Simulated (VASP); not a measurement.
Here is a VASP 6.6.1 calculation.

INCAR

```
ALGO = Normal ; EDIFF = 1E-6
ENCUT = 520 ; GGA = PE
ISIF = 2 ; ISMEAR = 0
LASPH = T ; LCHARG = T
LELF = T ; LREAL = F
LVHAR = T ; LWAVE = F
NBANDS = 16 ; NELM = 60
PREC = Accurate ; SIGMA = 0.1
```

The input KPOINTS:

```
k-points
0
Gamma
  18 18 14
```

File POSCAR:

```
WC
1.0
    2.9217716513      0.0000000000      0.0000000000
   -1.4608858256      2.5303284741      0.0000000000
    0.0000000000      0.0000000000      2.8470758831
W C
1 1
Direct
    0.0000000000      0.0000000000      0.0000000000
    0.6666666667      0.3333333333      0.5000000000
```

Potentials or basis: VASP PAW PBE potentials, release 64 (W_sv, C).

Command:

```console
$ cat potpaw_PBE.64/W_sv/POTCAR potpaw_PBE.64/C/POTCAR > POTCAR
$ mpirun -np 1 vasp_std > vasp.out
```

Task: What does it give for the pressure?

Result: 1.1 GPa.

Task: Estimate the band gap on the k mesh.

Result: Zero (band 9 reaches 11.51 eV, above the bottom of band 10 at 10.31 eV).

Stress tensor (GPa, compression positive):
```
0.95 0.00 0.00
0.00 0.95 0.00
0.00 0.00 1.25
```

Caveat: spin-orbit coupling is left out, which moves the levels of the heavy elements.
